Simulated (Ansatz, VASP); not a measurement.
## Li3Au5 in VASP and in Ansatz

INCAR

```
SYSTEM = Li3Au5
PREC = Accurate
ENCUT = 600
EDIFF = 1E-6
ISMEAR = 0
SIGMA = 0.1
LREAL = .FALSE.
LASPH = .TRUE.
NELM = 60
ALGO = Normal
ISIF = 3
LWAVE = .FALSE.
LCHARG = .FALSE.
GGA = PE
IBRION = 2
NSW = 90
EDIFFG = -0.04
```

The input KPOINTS:

```
Automatic mesh
0
G
  4 4 4
  0 0 0
```

Contents of POSCAR:

```
Li3Au5
1.0
   -3.3513188600      3.3513188600      3.3513188600
    3.3513188600     -3.3513188600      3.3513188600
    3.3513188600      3.3513188600     -3.3513188600
Li Au
3 5
Direct
    0.0000000000      0.5000000000      0.5000000000
    0.5000000000      0.0000000000      0.5000000000
    0.5000000000      0.5000000000      0.0000000000
    0.5000000000      0.5000000000      0.5000000000
    0.0000000000      0.0000000000      0.5000000000
    0.0000000000      0.5000000000      0.0000000000
    0.5000000000      0.0000000000      0.0000000000
    0.0000000000      0.0000000000      0.0000000000
```

Input for Ansatz:

```yaml
crystal:
  lattice:
    - [-3.35131886, 3.35131886, 3.35131886]
    - [3.35131886, -3.35131886, 3.35131886]
    - [3.35131886, 3.35131886, -3.35131886]
  atoms:
    - { symbol: Li, position: [0.0, 0.5, 0.5] }
    - { symbol: Li, position: [0.5, 0.0, 0.5] }
    - { symbol: Li, position: [0.5, 0.5, 0.0] }
    - { symbol: Au, position: [0.5, 0.5, 0.5] }
    - { symbol: Au, position: [0.0, 0.0, 0.5] }
    - { symbol: Au, position: [0.0, 0.5, 0.0] }
    - { symbol: Au, position: [0.5, 0.0, 0.0] }
    - { symbol: Au, position: [0.0, 0.0, 0.0] }
basis:
  ecutwfc: 420
kpoints:
  mp_grid: { grid: [4, 4, 4] }
hamiltonian:
  xc: pbe
scf:
  occupations: { method: gaussian, width: 0.1 }
  lower_state_search: "off"
output:
  forces: true
  stress: true
  eigenvalues: true
relax:
  adjacent_minimum: "off"
  f_tol: 0.04
  max_steps: 70
  cell: { stress_tol: 0.4 }
```

Alike in both runs: task relaxation of cell and atoms; functional PBE; k mesh 4 × 4 × 4; occupations gaussian, width 0.1 eV; no spin polarisation.

|  | VASP | Ansatz |
| --- | --- | --- |
| version | VASP 6.6.1 | Ansatz 0.2.0 |
| potentials or method | VASP PAW PBE potentials, release 64 (Li_sv, Au), cutoff 600 eV | scalar-relativistic, plane waves, PAW |
| valence electrons in the cell | 64 | 104 |

Ansatz gave:

```
gap on the k mesh at the Fermi level, each at its own relaxed structure (eV) : none
relaxed volume (Å³/atom)                                                     : 16.35
relaxed length of the cell vector where the two differ most in proportion (Å)              : 5.539
```

**Question.** Which values does VASP return?

**Answer.** gap on the k mesh at the Fermi level, each at its own relaxed structure (eV): none; relaxed volume (Å³/atom): 16.30; relaxed length of the cell vector where the two differ most in proportion (Å): 5.533.

A gap of «none» marks a metal or a gap that the smearing closes. VASP's potentials hold 64 valence electrons a cell and Ansatz's 104, so a difference there can come from the potentials and not from the codes.

Spin-orbit coupling is off throughout. Noted on VASP's run: the cutoff is under 1.25 times that of the potentials, so the pressure is a little rough.
